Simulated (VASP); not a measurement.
# AlN (F-43m) in VASP: notebook

AlN is run at these levels: LDA; tasks: vibrations by perturbation theory.

All numbers are computed with VASP 6.6.1; they aren't measurements. Logs are shortened: lines on timing, memory, paths and dates and some standing lists are left out, and cuts for length are marked.

## (1) The cell of the first run

Symmetry: F-43m, No. 216, cubic system. Conventional cell: a = 4.322 Å, b = 4.322 Å, c = 4.322 Å, α = 90.00°, β = 90.00°, γ = 90.00°. Al (site symmetry -43m) has 4 N at 1.87 Å within 2.5 Å. N (site symmetry -43m) has 4 Al at 1.87 Å within 2.5 Å.

## (2) Vibrations by perturbation theory, LDA

Contents of INCAR:

```
SYSTEM = AlN
  PREC = Accurate
  ENCUT = 520
  EDIFF = 1E-8
  ISMEAR = 0
  SIGMA = 0.01
  LREAL = .False.
  LASPH = .True.
  NELM = 100
  ALGO = Normal
  ISIF = 2
  LWAVE = .False.
  LCHARG = .True.
  IBRION = 8
  NSW = 1
  LEPSILON = .True.
```

Contents of KPOINTS:

```
Automatic mesh
0
Gamma
  10 10 10
  0 0 0
```

Contents of POSCAR:

```
AlN
1.0
    0.0000000000      2.1611053186      2.1611053186
    2.1611053186      0.0000000000      2.1611053186
    2.1611053186      2.1611053186      0.0000000000
Al N
1 1
Direct
    0.0000000000      0.0000000000      0.0000000000
    0.7500000000      0.7500000000      0.7500000000
```

Potentials or basis: VASP PAW LDA potentials, release 64 (Al, N).

Started as:

```bash
$ cat potpaw_LDA.64/Al/POTCAR potpaw_LDA.64/N/POTCAR > POTCAR
$ mpirun -np 1 vasp_std > vasp.out
```

OUTCAR:

```text
SYSTEM = AlN
   PREC = Accurate
   ENCUT = 520
   EDIFF = 1E-8
   ISMEAR = 0
   LREAL = .False.
   LASPH = .True.
   NELM = 100
   ISIF = 2
   IBRION = 8
   NSW = 1
   LEPSILON = .True.

 ion  position               nearest neighbor table
   1  0.000  0.000  0.000-   2 1.87   2 1.87   2 1.87   2 1.87
   2  0.750  0.750  0.750-   1 1.87   1 1.87   1 1.87   1 1.87

  LATTYP: Found a face centered cubic cell.
 ALAT       =     4.3222106372

  Lattice vectors:

 A1 = (   0.0000000000,   2.1611053186,   2.1611053186)
 A2 = (   2.1611053186,   0.0000000000,   2.1611053186)
 A3 = (   2.1611053186,   2.1611053186,   0.0000000000)

Analysis of symmetry for initial positions (statically):
=====================================================================
 Subroutine PRICEL returns:
 Original cell was already a primitive cell.

 Routine SETGRP: Setting up the symmetry group for a
 face centered cubic supercell.

 Subroutine GETGRP returns: Found 24 space group operations
 (whereof 24 operations were pure point group operations)
 out of a pool of 48 trial point group operations.

The static configuration has the point symmetry T_d .

Analysis of symmetry for dynamics (positions and initial velocities):
=====================================================================
 Subroutine PRICEL returns:
 Original cell was already a primitive cell.

 Routine SETGRP: Setting up the symmetry group for a
 face centered cubic supercell.

 Subroutine GETGRP returns: Found 24 space group operations
 (whereof 24 operations were pure point group operations)
 out of a pool of 48 trial point group operations.

The dynamic configuration has the point symmetry T_d .

 Subroutine INISYM returns: Found 24 space group operations
 (whereof 24 operations are pure point group operations),
 and found     1 'primitive' translations

----------------------------------------------------------------------------------------

                                     Primitive cell

  volume of cell :      20.1863

  direct lattice vectors                    reciprocal lattice vectors
     0.000000000  2.161105319  2.161105319    -0.231363088  0.231363088  0.231363088
     2.161105319  0.000000000  2.161105319     0.231363088 -0.231363088  0.231363088
     2.161105319  2.161105319  0.000000000     0.231363088  0.231363088 -0.231363088

  length of vectors
     3.056264451  3.056264451  3.056264451     0.400732623  0.400732623  0.400732623

  position of ions in fractional coordinates (direct lattice)
     0.000000000  0.000000000  0.000000000
     0.750000000  0.750000000  0.750000000

  ion indices of the primitive-cell ions
   primitive index   ion index
                 1           1
                 2           2

----------------------------------------------------------------------------------------

 KPOINTS: Automatic mesh

Automatic generation of k-mesh.
 Grid dimensions read from file:
 generate k-points for:   10   10   10

 Generating k-lattice:

  Cartesian coordinates                     Fractional coordinates (reciprocal lattice)
    -0.023136309  0.023136309  0.023136309     0.100000000  0.000000000  0.000000000
[... 412 lines left out ...]
  ---------------------------------------------------
  ---------------------------------------------------
  free energy    TOTEN  =        -0.20988921 eV

  energy without entropy =       -0.20988921

------------------------ aborting loop because EDIFF is reached ----------------------------------------

--------------------------------------- Ionic step        2  -------------------------------------------

------------------------ aborting loop because EDIFF is reached ----------------------------------------

--------------------------------------- Ionic step        3  -------------------------------------------

------------------------ aborting loop because EDIFF is reached ----------------------------------------

 PIEZOELECTRIC TENSOR FIELD DIRECTION 3  (e Angst)
 -----------------------------------------------------------------------------
    -0.00047  0.76071  0.00000           ( -0.00000  0.00765  0.00000)
     0.76071 -0.00047  0.00000           (  0.00765 -0.00000  0.00000)
     0.00000  0.00000  0.00046           (  0.00000  0.00000 -0.00000)

 PIEZOELECTRIC TENSOR FIELD DIRECTION 3  (C/m^2)
 -----------------------------------------------------------------------------
    -0.00037  0.60377  0.00000
     0.60377 -0.00037  0.00000
     0.00000  0.00000  0.00037

--------------------------------------- Ionic step        4  -------------------------------------------

------------------------ aborting loop because EDIFF is reached ----------------------------------------

[... ionic steps 5 to 6 ...]

--------------------------------------- Ionic step        7  -------------------------------------------

 Free energy of the ion-electron system (eV)
  ---------------------------------------------------
  ---------------------------------------------------
  free energy    TOTEN  =        -0.23516825 eV

  energy without entropy =       -0.23516825

------------------------ aborting loop because EDIFF is reached ----------------------------------------

 INTERNAL STRAIN TENSOR  FOR ION    2  DIRECTION 1   (eV/Angst):
 -----------------------------------------------------------------------------
     0.00096  0.00000  0.00000
     0.00000 -0.00012 10.45256
     0.00000 10.45256 -0.00012

 MACROSCOPIC STATIC DIELECTRIC TENSOR (including local field effects in DFT)
 ------------------------------------------------------
           4.518518     0.000000     0.000000
          -0.000000     4.518518     0.000000
          -0.000000     0.000000     4.518518
 ------------------------------------------------------

 PIEZOELECTRIC TENSOR (including local field effects)  for field in x, y, z        (e  Angst)
          XX          YY          ZZ          XY          YZ          ZX
  --------------------------------------------------------------------------------
  x     0.00000    -0.00000    -0.00000     0.00000     0.76051     0.00000
  y    -0.00000     0.00000     0.00000     0.00000     0.00000     0.76051
  z    -0.00000    -0.00000     0.00000     0.76051     0.00000     0.00000

 PIEZOELECTRIC TENSOR (including local field effects)  for field in x, y, z        (C/m^2)
          XX          YY          ZZ          XY          YZ          ZX
  --------------------------------------------------------------------------------
  x     0.00000    -0.00000    -0.00000     0.00000     0.60361     0.00000
  y    -0.00000     0.00000     0.00000     0.00000     0.00000     0.60361
  z    -0.00000    -0.00000     0.00000     0.60361     0.00000     0.00000

 BORN EFFECTIVE CHARGES (including local field effects) (in |e|, cummulative output)
 ---------------------------------------------------------------------------------
 ion    1
    1     2.52817    -0.00000    -0.00000
    2     0.00000     2.52817     0.00000
    3     0.00000     0.00000     2.52817
 ion    2
    1    -2.52817     0.00000     0.00000
    2     0.00000    -2.52817    -0.00000
    3     0.00000    -0.00000    -2.52817

 INTERNAL STRAIN TENSOR FOR ION    2 for displacements in x,y,z  (eV/Angst):
          X           Y           Z          XY          YZ          ZX
  --------------------------------------------------------------------------------
  x     0.00000    -0.00000    -0.00000     0.00000    10.45256     0.00000
  y    -0.00000     0.00000    -0.00000     0.00000     0.00000    10.45256
  z    -0.00000    -0.00000     0.00000    10.45256     0.00000     0.00000

 SECOND DERIVATIVES (NOT SYMMETRIZED)
 ------------------------------------
               1X          1Y          1Z          2X          2Y          2Z
  1X   -15.859531   -0.000000    0.000000   15.859531    0.000000   -0.000000
  1Y    -0.000000  -15.859531   -0.000000    0.000000   15.859531    0.000000
  1Z     0.000000   -0.000000  -15.859531   -0.000000    0.000000   15.859531
  2X    15.855299    0.000000    0.000000  -15.855299    0.000000    0.000000
  2Y     0.000000   15.855299    0.000000    0.000000  -15.855299    0.000000
  2Z     0.000000    0.000000   15.855299    0.000000    0.000000  -15.855299

 Eigenvectors and eigenvalues of the dynamical matrix
 ----------------------------------------------------

   1 f  =   20.504339 THz   128.832561 2PiTHz  683.951125 cm-1    84.799094 meV
             X         Y         Z           dx          dy          dz
      0.000000  0.000000  0.000000     0.000000    0.584549   -0.000000
      3.241658  3.241658  3.241658    -0.000000   -0.811358    0.000000
[... 21 lines left out ...]
   6 f/i=    0.001298 THz     0.008153 2PiTHz    0.043285 cm-1     0.005367 meV
             X         Y         Z           dx          dy          dz
      0.000000  0.000000  0.000000     0.292186    0.756921   -0.000000
      3.241658  3.241658  3.241658     0.210507    0.545330    0.000000

--------------------------------------------------------------------------------------------------------

 MACROSCOPIC STATIC DIELECTRIC TENSOR IONIC CONTRIBUTION
 ------------------------------------------------------
           3.613159     0.000000    -0.000000
           0.000000     3.613159     0.000000
          -0.000000     0.000000     3.613159
 ------------------------------------------------------

 ELASTIC MODULI CONTR FROM IONIC RELAXATION (kBar)
 Direction    XX          YY          ZZ          XY          YZ          ZX
 --------------------------------------------------------------------------------
 XX          -0.0000     -0.0000     -0.0000      0.0000     -0.0000      0.0000
 YY          -0.0000     -0.0000      0.0000      0.0000     -0.0000     -0.0000
 ZZ          -0.0000      0.0000     -0.0000     -0.0000     -0.0000      0.0000
 XY           0.0000      0.0000     -0.0000   -516.3485      0.0000      0.0000
 YZ          -0.0000     -0.0000     -0.0000      0.0000   -516.3485     -0.0000
 ZX           0.0000     -0.0000      0.0000      0.0000     -0.0000   -516.3485
 --------------------------------------------------------------------------------

 PIEZOELECTRIC TENSOR IONIC CONTR  for field in x, y, z        (C/m^2)
          XX          YY          ZZ          XY          YZ          ZX
  --------------------------------------------------------------------------------
  x    -0.00000    -0.00000    -0.00000     0.00000    -1.28525    -0.00000
  y     0.00000    -0.00000     0.00000    -0.00000    -0.00000    -1.28525
  z     0.00000     0.00000    -0.00000    -1.28525    -0.00000    -0.00000
```

It took 44 s on 1 thread of Intel Xeon 6975P-C (Granite Rapids), shared host; peak memory 0.19 GiB.

Results:

- Electronic dielectric tensor (diagonal): 4.52
- Born charges (mean of the diagonal): Al +2.53; N -2.53 e
- Highest phonon frequency at Γ, LO-TO splitting left out: 684 cm⁻¹

Phonon frequencies in cm⁻¹ (negative: imaginary):
```tsv
q point	frequencies
(0.000, 0.000, 0.000)	0 0 0 684 684 684
```

Electronic dielectric tensor:
```
4.52 0.00 0.00
0.00 4.52 0.00
0.00 0.00 4.52
```

Born effective charge tensors (e):
atom 1, Al
```
2.53 0.00 0.00
0.00 2.53 0.00
0.00 0.00 2.53
```
atom 2, N
```
-2.53  0.00  0.00
 0.00 -2.53  0.00
 0.00  0.00 -2.53
```

Caveat: the cell wasn't relaxed at this level first, which shifts response properties.

[end of part 1 of 3]
